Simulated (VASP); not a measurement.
# GaSb: relaxation of cell and atoms with PBE

Crystal: GaSb.

```xyz
2
Lattice="-1.5559 2.6750 2.8933 1.5559 -2.6750 2.8933 1.5559 2.6750 -2.8933" Properties=species:S:1:pos:R:3 pbc="T T T"
Sb    0.0000    0.0000    2.8933
Ga    0.0000    0.0000    0.0000
```

* Program: VASP 6.6.1
* Task: relaxation of cell and atoms
* Functional: PBE
* Potentials or basis: VASP PAW PBE potentials, release 64 (Sb, Ga_d)
* Cutoff: 600 eV
* k mesh: 10 × 10 × 10
* Occupations: fermi-dirac, width 0.05 eV
* Spin: no spin polarisation
* Dipole correction: no
* Further INCAR settings: ALGO = Normal; EDIFF = 1e-06; IBRION = 2; EDIFFG = -0.005; NSW = 80; ISIF = 3

| Item | Value |
| --- | --- |
| Relaxed volume | 24.01 Å³/atom |
| Relaxed cell | a = 4.208 Å, b = 4.208 Å, c = 4.208 Å, α = 135.67°, β = 102.66°, γ = 93.76° |
| Space group after relaxing (to 0.1 Å) | Immm (No. 71) |
| Energy gained by relaxing | 1.9 meV/atom |
| Ionic steps | 27 |
| Pressure after relaxing | 0.0 GPa |
| Band gap on the k mesh | zero (bands 9 and 10 overlap by 4.84 eV) |

The path:
| step | energy change (eV) | largest force (eV/Å) | pressure (GPa) | volume (Å³) |
| --- | --- | --- | --- | --- |
| 1 | 0.0000 | 0.0000 | -0.11 | 48.17 |
| 2 | -0.0024 | 0.0000 | 0.02 | 48.05 |
| 3 | -0.0028 | 0.0000 | 0.00 | 47.98 |
| 4 | -0.0028 | 0.0000 | 0.08 | 47.96 |
| 5 | -0.0034 | 0.0000 | 0.14 | 48.03 |
| 6 | -0.0038 | 0.0000 | -0.14 | 48.15 |
| 7 | -0.0038 | 0.0000 | -0.17 | 48.13 |
| 8 | -0.0038 | 0.0000 | 0.16 | 47.90 |
| 9 | -0.0039 | 0.0000 | 0.01 | 47.99 |
| 10 | -0.0039 | 0.0000 | 0.05 | 47.98 |
| 11 | -0.0039 | 0.0000 | -0.02 | 47.98 |
| 12 | -0.0039 | 0.0000 | 0.01 | 47.97 |
| 13 | -0.0039 | 0.0000 | 0.02 | 47.97 |
| 14 | -0.0039 | 0.0000 | 0.03 | 47.97 |
| 15 | -0.0039 | 0.0000 | 0.01 | 47.98 |
| 16 | -0.0039 | 0.0000 | 0.04 | 47.98 |
| 17 | -0.0039 | 0.0000 | 0.03 | 47.98 |
| 18 | -0.0039 | 0.0000 | 0.03 | 47.97 |
| 19 | -0.0039 | 0.0000 | 0.04 | 47.97 |
| 20 | -0.0039 | 0.0000 | -0.02 | 48.02 |
| 21 | -0.0039 | 0.0000 | 0.04 | 48.00 |
| 22 | -0.0039 | 0.0000 | -0.02 | 48.01 |
| 23 | -0.0039 | 0.0000 | 0.03 | 48.00 |
| 24 | -0.0039 | 0.0000 | -0.06 | 48.05 |
| 25 | -0.0039 | 0.0000 | 0.02 | 48.03 |
| 26 | -0.0039 | 0.0000 | -0.05 | 48.03 |
| 27 | -0.0039 | 0.0000 | 0.00 | 48.03 |

Final structure:
```
Sb Ga
1.0
    -1.58768    2.62925    2.87645
     1.58768   -2.62925    2.87645
     1.58768    2.62925   -2.87645
Sb Ga
1 1
Direct
  0.50000 0.50000 0.00000
  0.00000 0.00000 0.00000
```

Levels at points of the mesh, in eV from the Fermi level:
```csv
k point,band 7,band 8,band 9,band 10,band 11,band 12
"(0.00, 0.00, 0.00)",-2.92,-2.06,-1.59,3.47,4.85,6.28
"(0.50, 0.00, 0.00)",-8.04,-0.10,1.56,2.33,2.84,4.29
"(0.00, 0.50, 0.00)",-6.18,-1.88,-0.38,-0.36,1.01,2.79
"(0.50, 0.50, 0.00)",-5.07,-3.14,-2.11,-1.88,3.23,4.05
"(0.50, 0.50, 0.50)",-5.82,-5.13,-4.76,2.67,6.53,9.94
```

It took 9.8 min on 1 thread of Intel(R) Xeon(R) 6975P-C (Granite Rapids) (shared host), peak memory 0.33 GiB.

Caveat: spin-orbit coupling is left out, which moves the levels of the heavy elements.
